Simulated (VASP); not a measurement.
# Mo (Im-3m) in VASP: settings compared

Mo is run at these levels: LDA, PBE; tasks: single point.

All numbers are computed with VASP 6.6.1; they aren't measurements. Logs are shortened: lines on timing, memory, paths and dates and some standing lists are left out, and cuts for length are marked.

### 1 The cell of the first run

It takes space group Im-3m (No. 229, cubic). Conventional cell: a = 3.142 Å, b = 3.142 Å, c = 3.142 Å, α = 90.00°, β = 90.00°, γ = 90.00°. Within 3.6 Å of Mo (site symmetry m-3m) lie 14 Mo at 2.72 to 3.14 Å.

### 2 Single point, LDA, collinear spin

INCAR reads:

```
SYSTEM = Mo
PREC     = Accurate       ! precision mode
ENCUT    = 520            ! plane-wave cutoff, eV
EDIFF    = 1E-7           ! SCF threshold, eV
ISMEAR   = -1             ! smearing method
SIGMA    = 0.05           ! smearing width, eV
LREAL    = .FALSE.        ! projectors in reciprocal space
LASPH    = .TRUE.         ! aspherical terms in the spheres
NELM     = 150            ! most SCF steps
ALGO     = Normal         ! electronic algorithm
ISIF     = 2              ! what is computed and relaxed
LWAVE    = .FALSE.        ! write WAVECAR
LCHARG   = .FALSE.        ! write CHGCAR
ISPIN    = 2              ! spin polarisation
MAGMOM   = 0.2            ! initial moments
LORBIT   = 11             ! projections on sites
LMAXMIX  = 4              ! l up to which the mixer works
GGA      = CA             ! functional
NBANDS   = 17             ! bands
```

KPOINTS reads:

```
Automatic mesh
0
G
  16 16 16
  0 0 0
```

POSCAR reads:

```
Mo
1.0
   -1.5710000000      1.5710000000      1.5710000000
    1.5710000000     -1.5710000000      1.5710000000
    1.5710000000      1.5710000000     -1.5710000000
Mo
1
Direct
    0.0000000000      0.0000000000      0.0000000000
```

Potentials or basis: VASP PAW LDA potentials, release 64 (Mo_sv).

The run is started by

```
$ cat potpaw_LDA.64/Mo_sv/POTCAR > POTCAR
$ mpirun -np 1 vasp_std > vasp.out
```

OUTCAR:

```text
SYSTEM = Mo
   PREC = Accurate
   ENCUT = 520
   EDIFF = 1E-7
   ISMEAR = -1
   LREAL = .FALSE.
   LASPH = .TRUE.
   NELM = 150
   ISIF = 2
   ISPIN = 2
   LORBIT = 11
   GGA = CA

 ion  position               nearest neighbor table
   1  0.000  0.000  0.000-

  LATTYP: Found a body centered cubic cell.
 ALAT       =     3.1420000000

  Lattice vectors:

 A1 = (  -1.5710000000,   1.5710000000,   1.5710000000)
 A2 = (   1.5710000000,  -1.5710000000,   1.5710000000)
 A3 = (   1.5710000000,   1.5710000000,  -1.5710000000)

Analysis of symmetry for initial positions (statically):
=====================================================================
 Subroutine PRICEL returns:
 Original cell was already a primitive cell.

 Routine SETGRP: Setting up the symmetry group for a
 body centered cubic supercell.

 Subroutine GETGRP returns: Found 48 space group operations
 (whereof 48 operations were pure point group operations)
 out of a pool of 48 trial point group operations.

The static configuration has the point symmetry O_h .

Analysis of symmetry for dynamics (positions and initial velocities):
=====================================================================
 Subroutine PRICEL returns:
 Original cell was already a primitive cell.

 Routine SETGRP: Setting up the symmetry group for a
 body centered cubic supercell.

 Subroutine GETGRP returns: Found 48 space group operations
 (whereof 48 operations were pure point group operations)
 out of a pool of 48 trial point group operations.

The dynamic configuration has the point symmetry O_h .

Analysis of structural, dynamic, and magnetic symmetry:
=====================================================================
 Subroutine PRICEL returns:
 Original cell was already a primitive cell.

 Routine SETGRP: Setting up the symmetry group for a
 body centered cubic supercell.

 Subroutine GETGRP returns: Found 48 space group operations
 (whereof 48 operations were pure point group operations)
 out of a pool of 48 trial point group operations.

The overall configuration has the point symmetry O_h .

 Subroutine INISYM returns: Found 48 space group operations
 (whereof 48 operations are pure point group operations),
 and found     1 'primitive' translations

----------------------------------------------------------------------------------------

                                     Primitive cell

  volume of cell :      15.5092
[... 100 lines left out ...]
   EMIN   =  10.00;   EMAX   =-10.00  energy-range for DOS
   EFERMI =   0.00;   METHOD = LEGACY
   ISMEAR =    -1;   SIGMA  =   0.05  broadening in eV -4-tet -1-fermi 0-gaus
   EFERMI_NEDOS =   21; number of points for ismear=-14 and -15
   IALGO  =     38    algorithm
   IMIX   =      4    mixing-type and parameters
     AMIX     =   0.40;   BMIX     =  1.00
     AMIX_MAG =   1.60;   BMIX_MAG =  1.00
  volume/ion in A,a.u.               =      15.51       104.66
  Fermi-wavevector in a.u.,A,eV,Ry     =   1.582176  2.989878 34.059184  2.503279
  Thomas-Fermi vector in A             =   2.682139
   LORBIT       =     11    0 simple, 1 ext, 2 COOP (PROOUT), +10 PAW based schemes
   GGA     = CA    functional components
   LHFCALC =     F    Hartree Fock is set to
   AEXX    =    0.0000 exact exchange contribution
   IVDW    =     0    specifies the selected vdW correction
   LEPSILON=     F    determine dielectric tensor
   LRPA    =     F    only Hartree local field effects (RPA)
 spin polarized calculation
  energy-cutoff  :      520.00
  volume of cell :       15.51
 maximum number of plane-waves:       430
   NGX = 11   NGY = 11   NGZ = 11

 number of electron      14.0000000 magnetization      -0.0001456

 number of electron      14.0000000 magnetization       0.0000080

 Free energy of the ion-electron system (eV)
  ---------------------------------------------------
  ext. energy  EPLUGINS =         0.00000000
  ---------------------------------------------------
  free energy    TOTEN  =       -12.12921395 eV

  energy without entropy =      -12.12514789  energy(sigma->0) =      -12.12718092

 E-fermi :  12.5985     XC(G=0): -13.6466

 val. band max:       12.5771642760   @ k =  -0.1875   0.1875   0.0625
 cond. band min:      12.6360770123   @ k =   0.3750   0.0000   0.0000
 fundamental gap:      0.0589127363
 Fermi energy:        12.5985457024

 spin component 1

 k-point     1 :       0.0000    0.0000    0.0000
  band No.  band energies     occupation
      1     -48.3365      1.00000
      2     -21.7588      1.00000
      3     -21.7588      1.00000
      4     -21.7588      1.00000
      5       5.3393      1.00000
      6      11.2078      1.00000
[... 459 lines left out ...]
      6       9.6419      1.00000
[... 9 lines left out ...]
     16      40.2380      0.00000
     17      42.0213      0.00000

 [... further k-points ...]

 spin component 2

 k-point     1 :       0.0000    0.0000    0.0000
  band No.  band energies     occupation
      1     -48.3366      1.00000
      2     -21.7588      1.00000
      3     -21.7588      1.00000
      4     -21.7588      1.00000
      5       5.3393      1.00000
      6      11.2078      1.00000
[... 459 lines left out ...]
      6       9.6419      1.00000
[... 9 lines left out ...]
     16      40.2380      0.00000
     17      42.0213      0.00000

 [... further k-points ...]

------------------------ aborting loop because EDIFF is reached ----------------------------------------

  FORCE on cell =-STRESS in cart. coord.  units (eV):
  Direction    XX          YY          ZZ          XY          YZ          ZX
  --------------------------------------------------------------------------------------
  -------------------------------------------------------------------------------------
  Total       -0.6908930     -0.6908930     -0.6908930      0.0000000      0.0000000      0.0000000
  in kB      -71.3728205    -71.3728205    -71.3728205      0.0000000      0.0000000      0.0000000
  external PRESSURE =     -71.3728205 kB  Pullay stress =       0.0000000 kB

 VOLUME and BASIS-vectors are now :
 -----------------------------------------------------------------------------
  energy-cutoff  :      520.00
  volume of cell :       15.51
      direct lattice vectors                 reciprocal lattice vectors
    -1.571000000  1.571000000  1.571000000     0.000000000  0.318268619  0.318268619
     1.571000000 -1.571000000  1.571000000     0.318268619  0.000000000  0.318268619
     1.571000000  1.571000000 -1.571000000     0.318268619  0.318268619  0.000000000

 POSITION                                       TOTAL-FORCE (eV/Angst)
 -----------------------------------------------------------------------------------
      0.00000      0.00000      0.00000         0.000000     -0.000000      0.000000
 -----------------------------------------------------------------------------------
    total drift:                                0.000000     -0.000000      0.000000

  FREE ENERGIE OF THE ION-ELECTRON SYSTEM (eV)
  ---------------------------------------------------
  free  energy   TOTEN  =       -12.1292139511 eV

  energy  without entropy=      -12.1251478888  energy(sigma->0) =      -12.12718092

 total charge

# of ion       s       p       d       tot
------------------------------------------
    1        2.388   6.207   3.946  12.541

 magnetization (x)

# of ion       s       p       d       tot
------------------------------------------
    1        0.000   0.000  -0.000  -0.000
```

OSZICAR:

```text
N       E                     dE             d eps       ncg     rms          rms(c)
DAV:   1     0.100916230221E+03    0.10092E+03   -0.70851E+03  9940   0.815E+02
DAV:   2    -0.114308916962E+02   -0.11235E+03   -0.10757E+03 11305   0.271E+02
DAV:   3    -0.128621359524E+02   -0.14312E+01   -0.14260E+01 11253   0.310E+01
DAV:   4    -0.128656234934E+02   -0.34875E-02   -0.34874E-02 11487   0.172E+00
DAV:   5    -0.128656426070E+02   -0.19114E-04   -0.19114E-04 11315   0.117E-01    0.159E+01
DAV:   6    -0.122261737961E+02    0.63947E+00   -0.47247E-01 10149   0.847E+00    0.395E+00
DAV:   7    -0.121359531802E+02    0.90221E-01   -0.76231E-02 11157   0.324E+00    0.109E+00
DAV:   8    -0.121298264533E+02    0.61267E-02   -0.36369E-03 10355   0.611E-01    0.797E-01
DAV:   9    -0.121291755038E+02    0.65095E-03   -0.49950E-04 11918   0.221E-01    0.142E-01
DAV:  10    -0.121292070117E+02   -0.31508E-04   -0.20829E-05 11115   0.433E-02    0.597E-02
DAV:  11    -0.121292113628E+02   -0.43510E-05   -0.11141E-06 10829   0.867E-03    0.370E-02
DAV:  12    -0.121292139297E+02   -0.25669E-05   -0.20958E-06 10387   0.133E-02    0.226E-03
DAV:  13    -0.121292139511E+02   -0.21436E-07   -0.82003E-08  7500   0.286E-03
   1 F= -.12129214E+02 E0= -.12127181E+02  d E =-.406606E-02  mag=     0.0000
```

stdout:

```text
POSCAR found type information on POSCAR Mo
 POSCAR found :  1 types and       1 ions
 scaLAPACK will be used
 LDA part: xc-table for (Slater(with rela. corr.)+CA(PZ))
 , standard interpolation
 POSCAR, INCAR and KPOINTS ok, starting setup
 FFT: planning ... GRIDC
 FFT: planning ... GRID_SOFT
 FFT: planning ... GRID
 WAVECAR not read
 entering main loop
```

Wall time 32 s (1 thread of Intel Xeon Platinum 8488C (Sapphire Rapids), shared host); peak memory 0.16 GiB.

Results:

* Free energy: -12.1292 eV
* Pressure: -7.1 GPa
* Band gap on the k mesh: zero (filled and empty bands overlap)
* Net moment: 0.00 μB per cell
* Valence electrons inside the program's atomic spheres: Mo 12.54

Levels at points of the mesh, in eV from the Fermi level:
Spin up:
| k point | band 5 | band 6 | band 7 | band 8 | band 9 | band 10 |
| --- | --- | --- | --- | --- | --- | --- |
| (0.00, 0.00, 0.00) | -7.26 | -1.39 | -1.39 | -1.39 | 1.64 | 1.64 |
| (0.50, 0.00, 0.00) | -5.39 | -3.45 | 1.68 | 1.70 | 2.31 | 4.84 |
| (0.50, 0.50, 0.50) | -5.53 | -5.53 | 4.05 | 4.05 | 4.05 | 9.11 |
Spin down:
```tsv
k point	band 4	band 5	band 6	band 7	band 8	band 9	band 10	band 11
(0.00, 0.00, 0.00)	-34.36	-7.26	-1.39	-1.39	-1.39	1.64	1.64	14.83
(0.50, 0.00, 0.00)	-34.37	-5.39	-3.45	1.68	1.70	2.31	4.84	11.75
(0.50, 0.50, 0.50)	-35.36	-5.53	-5.53	4.05	4.05	4.05	9.11	9.11
```

Caveat: the cell stands under tension.

### 3 Single point, PBE, non-collinear spin, zero start, spin-orbit coupling

INCAR reads:

```
SYSTEM = Mo
PREC = Accurate
ENCUT = 520
EDIFF = 1E-7
ISMEAR = -1
SIGMA = 0.05
LREAL = .False.
LASPH = .True.
NELM = 150
ALGO = Normal
ISIF = 2
LWAVE = .False.
LCHARG = .True.
MAGMOM = 0 0 0
LORBIT = 11
LSORBIT = .True.
GGA_COMPAT = .False.
LORBMOM = .True.
LMAXMIX = 4
GGA = PE
LVHAR = .True.
NBANDS = 25
```

KPOINTS reads:

```
Automatic mesh
0
Gamma
  16 16 16
  0 0 0
```

POSCAR is that of step 2.

Potentials or basis: VASP PAW PBE potentials, release 64 (Mo_sv).

The run is started by

```
$ cat potpaw_PBE.64/Mo_sv/POTCAR > POTCAR
$ mpirun -np 1 vasp_ncl > vasp.out
```

OUTCAR:

```text
SYSTEM = Mo
   PREC = Accurate
   ENCUT = 520
   EDIFF = 1E-7
   ISMEAR = -1
   LREAL = .False.
   LASPH = .True.
   NELM = 150
   ISIF = 2
   LORBIT = 11
   LSORBIT = .True.
   GGA = PE

 ion  position               nearest neighbor table
   1  0.000  0.000  0.000-

  LATTYP: Found a body centered cubic cell.
 ALAT       =     3.1420000000

  Lattice vectors:

 A1 = (  -1.5710000000,   1.5710000000,   1.5710000000)
 A2 = (   1.5710000000,  -1.5710000000,   1.5710000000)
 A3 = (   1.5710000000,   1.5710000000,  -1.5710000000)

Analysis of symmetry for initial positions (statically):
=====================================================================
 Subroutine PRICEL returns:
 Original cell was already a primitive cell.
[... 919 lines left out ...]
 ----------------------------------------
            0.000   0.000   0.000

 Spin-Orbit-Coupling matrix elements

 Ion:    1  E_soc:     -0.2053201
 l=   1
     0.0000000    -0.0301142    -0.0301142
    -0.0301142     0.0000000    -0.0301142
    -0.0301142    -0.0301142     0.0000000
 l=   2
     0.0000000    -0.0010308     0.0000000    -0.0010308    -0.0030750
    -0.0010308     0.0000000    -0.0023063    -0.0010308    -0.0007688
     0.0000000    -0.0023063     0.0000000    -0.0023063     0.0000000
    -0.0010308    -0.0010308    -0.0023063     0.0000000    -0.0007688
    -0.0030750    -0.0007688     0.0000000    -0.0007688     0.0000000
 l=   3
     0.0000000     0.0000000     0.0000000     0.0000000     0.0000000     0.0000000     0.0000000
     0.0000000     0.0000000     0.0000000     0.0000000     0.0000000     0.0000000     0.0000000
     0.0000000     0.0000000     0.0000000     0.0000000     0.0000000     0.0000000     0.0000000
     0.0000000     0.0000000     0.0000000     0.0000000     0.0000000     0.0000000     0.0000000
     0.0000000     0.0000000     0.0000000     0.0000000     0.0000000     0.0000000     0.0000000
     0.0000000     0.0000000     0.0000000     0.0000000     0.0000000     0.0000000     0.0000000
     0.0000000     0.0000000     0.0000000     0.0000000     0.0000000     0.0000000     0.0000000

 total charge

# of ion       s       p       d       tot
------------------------------------------
    1        2.384   6.209   3.930  12.523

 magnetization (x)

# of ion       s       p       d       tot
------------------------------------------
    1        0.000  -0.000  -0.000  -0.000

 magnetization (y)

# of ion       s       p       d       tot
------------------------------------------
    1        0.000   0.000   0.000   0.000

 magnetization (z)

# of ion       s       p       d       tot
------------------------------------------
    1        0.000   0.000   0.000   0.000
```

stdout:

```text
POSCAR found type information on POSCAR Mo
 POSCAR found :  1 types and       1 ions
 scaLAPACK will be used
 LDA part: xc-table for (Slater+PW92), standard interpolation
 POSCAR, INCAR and KPOINTS ok, starting setup
 FFT: planning ... GRIDC
 FFT: planning ... GRID_SOFT
 FFT: planning ... GRID
 WAVECAR not read
 entering main loop
```

Run time: 54 s. Hardware: 1 thread of Intel Xeon Platinum 8488C (Sapphire Rapids), shared host; peak memory 0.21 GiB.

Results:

```
Free energy                                           : -11.0400 eV
Pressure                                              : 5.3 GPa
Net moment                                            : 0.00 μB per cell
Valence electrons inside the program's atomic spheres : Mo 12.52
```

Moments on the atoms (μB; x, y, z):
```
Mo  0.00 0.00 0.00
```

Caveat: the cell stands under pressure.

The gap in the log of VASP goes by the Fermi energy; the results here count the filled bands.